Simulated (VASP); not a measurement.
Sb, 2 atoms in the cell. Symmetry: R-3m, No. 166, trigonal system. Conventional cell: a = 4.308 Å, b = 4.308 Å, c = 11.274 Å, α = 90.00°, β = 90.00°, γ = 120.00°. Sb (site symmetry 3m) has 6 Sb at 2.91 to 3.35 Å within 3.8 Å. 

```yaml
Program: VASP 6.6.1
Task: single point
Functional: BLYP
Dispersion: D4
Potentials_or_basis: VASP PAW PBE potentials, release 64 (Sb_d_GW)
Cutoff: 400 eV
k_mesh: 8 × 8 × 8
Occupations: methfessel-paxton, width 0.1 eV
Spin: no spin polarisation
Dipole_correction: no
k_mesh_for_the_DOS: 12 × 12 × 12
Occupations_for_the_DOS: tetrahedron
Further_INCAR_settings: ALGO = Normal; EDIFF = 1e-06; NBANDS = 22
```

Potentials or basis: VASP PAW PBE potentials, release 64 (Sb_d_GW).

Run with:

```sh
$ cat potpaw_PBE.64/Sb_d_GW/POTCAR > POTCAR
$ cp INCAR.step1 INCAR
$ cp KPOINTS.step1 KPOINTS
$ mpirun -np 1 vasp_std > vasp.out
$ cp INCAR.step2 INCAR
$ cp KPOINTS.step2 KPOINTS
$ mpirun -np 1 vasp_std > vasp.out
```

Hardware: 1 thread of Intel(R) Xeon(R) 6975P-C (Granite Rapids), with other jobs on the host.

Estimate the wall time of this run.

Wall time 100 s on 1 thread of Intel(R) Xeon(R) 6975P-C (Granite Rapids) (shared host), peak memory 0.29 GiB. Counts: k points 189.
